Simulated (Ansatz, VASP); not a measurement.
Pb: VASP and Ansatz over several settings

```xyz
2
Lattice="0.0000 3.3688 3.3688 3.3688 0.0000 3.3688 3.3688 3.3688 0.0000" Properties=species:S:1:pos:R:3 pbc="T T T"
Pb    1.6844    1.6844    1.6844
Pb    0.0000    0.0000    0.0000
```

Single points on this cell with VASP 6.6.1 and Ansatz 0.2.0. Each row is one pair of runs. Alike in all rows: spin: off; k mesh: 7 × 7 × 7; smearing: fermi-dirac, width 0.05 eV.

```tsv
level	VASP's potentials, cutoff	Ansatz's potentials, cutoff	gap on the k mesh at the Fermi level (eV), VASP	gap on the k mesh at the Fermi level (eV), Ansatz	pressure (GPa), VASP	pressure (GPa), Ansatz
LDA	VASP PAW LDA potentials, release 64 (Pb_d), 520 eV	Ansatz PAW, 420 eV	none	none	1.5	1.5
PBE	VASP PAW PBE potentials, release 64 (Pb_d), 520 eV	Ansatz PAW, 420 eV	none	none	4.9	5.0
PBEsol	VASP PAW PBE potentials, release 64 (Pb_d), 520 eV	Ansatz PAW, 420 eV	none	none	2.7	2.8
r2SCAN	VASP PAW PBE potentials, release 64 (Pb_d), 520 eV	Ansatz PAW, 500 eV	none	none	3.6	3.6
```

Pressure (GPa): the two programs differ by at most 0.07.

A gap of «none» marks a metal or a gap that the smearing closes.

Neither program's run includes spin-orbit coupling.
